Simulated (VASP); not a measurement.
Input of a VASP 6.6.1 run:

The input INCAR:

```
PREC = Accurate
ENCUT = 520
EDIFF = 1E-6
ISMEAR = -1
SIGMA = 0.1
LREAL = F
LASPH = T
NELM = 60
ALGO = Normal
ISIF = 2
LWAVE = F
LCHARG = F
NBANDS = 21
```

The input KPOINTS:

```
regular mesh
0
Gamma
  14 14 8
```

The input POSCAR:

```
Ru
1.0
    1.3376261072     -2.3168363792      0.0000000000
    1.3376261072      2.3168363792      0.0000000000
    0.0000000000      0.0000000000      4.2244087162
Ru
2
Direct
    0.6666666670      0.3333333330      0.2500000000
    0.3333333330      0.6666666670      0.7500000000
```

Potentials or basis: VASP PAW LDA potentials, release 64 (Ru_pv).

Launch:

```sh
$ cat potpaw_LDA.64/Ru_pv/POTCAR > POTCAR
$ mpirun -np 1 vasp_std > vasp.out
```

Q: Predict the band gap on the k mesh.

A: Zero (band 14 reaches 15.11 eV, above the bottom of band 15 at 11.76 eV).

Q: What does it give for the pressure?

A: 1.1 GPa.

Stress tensor (GPa, compression positive):
```
1.20 0.00 0.00
0.00 1.20 0.00
0.00 0.00 1.02
```
